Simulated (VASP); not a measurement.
Wanted: the native input for a VASP 6.6.1 run.

- Task: single point
- Functional: r2SCAN
- Potentials or basis: VASP PAW PBE potentials, release 64 (Si, C)
- Cutoff: 520 eV
- k mesh: 8 × 8 × 8
- Occupations: gaussian, width 0.01 eV
- Spin: no spin polarisation
- Dipole correction: no
- Further INCAR settings: ALGO = Normal; EDIFF = 1e-06; NBANDS = 11

Crystal: SiC (Moissanite 3C).

```
CELL_PARAMETERS angstrom
0.00000 2.16438 2.16438
2.16438 0.00000 2.16438
2.16438 2.16438 0.00000
ATOMIC_POSITIONS crystal
Si 0.00000 0.00000 0.00000
C 0.25000 0.25000 0.25000
```

The input as run:

POSCAR

```
SiC
1.0
    0.0000000000      2.1643753983      2.1643753983
    2.1643753983      0.0000000000      2.1643753983
    2.1643753983      2.1643753983      0.0000000000
Si C
1 1
Direct
    0.0000000000      0.0000000000      0.0000000000
    0.2500000000      0.2500000000      0.2500000000
```

INCAR.step1

```
PREC = Accurate
ENCUT = 520
ISMEAR = 0
SIGMA = 0.01
LREAL = F
LASPH = T
NELM = 60
NBANDS = 11
GGA = PE
ALGO = Normal
EDIFF = 1E-4
LWAVE = T
LCHARG = F
```

INCAR.step2

```
PREC = Accurate
ENCUT = 520
EDIFF = 1E-6
ISMEAR = 0
SIGMA = 0.01
LREAL = F
LASPH = T
NELM = 60
ALGO = Normal
ISIF = 2
LWAVE = F
LCHARG = F
METAGGA = R2SCAN
LMIXTAU = T
NBANDS = 11
ISTART = 1
```

KPOINTS

```
regular mesh
0
Gamma
  8 8 8
```

Potentials or basis: VASP PAW PBE potentials, release 64 (Si, C).

Run with:

```console
$ cat potpaw_PBE.64/Si/POTCAR potpaw_PBE.64/C/POTCAR > POTCAR
$ cp INCAR.step1 INCAR
$ mpirun -np 1 vasp_std > vasp.out
$ cp INCAR.step2 INCAR
$ mpirun -np 1 vasp_std > vasp.out
```

It gave:

```yaml
Pressure: 4.3 GPa
Band_gap_on_the_k_mesh: 1.71 eV, indirect (least direct gap 5.08 eV)
```

Caveat: the PAW data sets were made with another functional, which shifts forces and pressure a little.

It took 12 s on 1 thread of Intel(R) Xeon(R) 6975P-C (Granite Rapids), with other jobs on the host, peak memory 0.13 GiB.
